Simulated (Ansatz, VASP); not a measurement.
## NiH2 in VASP and in Ansatz

File INCAR:

```
SYSTEM = NiH2
PREC     = Accurate       ! precision mode
ENCUT    = 600            ! plane-wave cutoff, eV
EDIFF    = 1E-6           ! SCF threshold, eV
ISMEAR   = 0              ! smearing method
SIGMA    = 0.1            ! smearing width, eV
LREAL    = .False.        ! projectors in reciprocal space
LASPH    = .True.         ! aspherical terms in the spheres
NELM     = 100            ! most SCF steps
ALGO     = Normal         ! electronic algorithm
ISIF     = 3              ! what is computed and relaxed
LWAVE    = .False.        ! write WAVECAR
LCHARG   = .False.        ! write CHGCAR
GGA      = PE             ! functional
IBRION   = 2              ! ionic algorithm
NSW      = 90             ! ionic steps
EDIFFG   = -0.04          ! ionic threshold
```

File KPOINTS:

```
Automatic mesh
0
Gamma
  6 6 6
  0 0 0
```

File POSCAR:

```
NiH2
1.0
    2.7989136368      0.0000000000      0.0000000000
   -1.3994568184      2.4239303125      0.0000000000
    0.0000000000      0.0000000000      3.0220828305
Ni H
1 2
Direct
    0.0000000000      0.0000000000      0.0000000000
    0.3333333333      0.6666666667      0.5000000000
    0.6666666667      0.3333333333      0.5000000000
```

Input for Ansatz:

```yaml
crystal:
  lattice:
    - [2.7989136368, 0.0, 0.0]
    - [-1.3994568184, 2.4239303125, 0.0]
    - [0.0, 0.0, 3.0220828305]
  atoms:
    - { symbol: Ni, position: [0.0, 0.0, 0.0] }
    - { symbol: H, position: [0.3333333333, 0.6666666667, 0.5] }
    - { symbol: H, position: [0.6666666667, 0.3333333333, 0.5] }
basis:
  ecutwfc: 420
kpoints:
  mp_grid: { grid: [6, 6, 6] }
hamiltonian:
  xc: pbe
scf:
  occupations: { method: gaussian, width: 0.1 }
  lower_state_search: "off"
output:
  forces: true
  stress: true
  eigenvalues: true
relax:
  adjacent_minimum: "off"
  f_tol: 0.04
  max_steps: 70
  cell: { stress_tol: 0.4 }
```

Alike in both runs: task relaxation of cell and atoms; functional PBE; k mesh 6 × 6 × 6; occupations gaussian, width 0.1 eV; no spin polarisation.

|  | VASP | Ansatz |
| --- | --- | --- |
| version | VASP 6.6.1 | Ansatz 0.2.0 |
| potentials or method | VASP PAW PBE potentials, release 64 (Ni, H), cutoff 600 eV | scalar-relativistic, plane waves, PAW |
| valence electrons in the cell | 12 | 20 |

|  | VASP | Ansatz | Ansatz less VASP |
| --- | --- | --- | --- |
| gap on the k mesh at the Fermi level, each at its own relaxed structure (eV) | none | none | - |
| relaxed volume (Å³/atom) | 5.28 | 5.25 | -0.021 |
| relaxed cell length with the largest relative difference (Å) | 2.703 | 2.700 | -0.0036 |

A gap of «none» marks a metal or a gap that the smearing closes. VASP's potentials hold 12 valence electrons a cell and Ansatz's 20, so a difference there can come from the potentials and not from the codes.

The k mesh is coarse, so the values compare programs but aren't converged. Noted on VASP's run: the volume moved by over 15 % at a fixed basis, so the end points are rough.
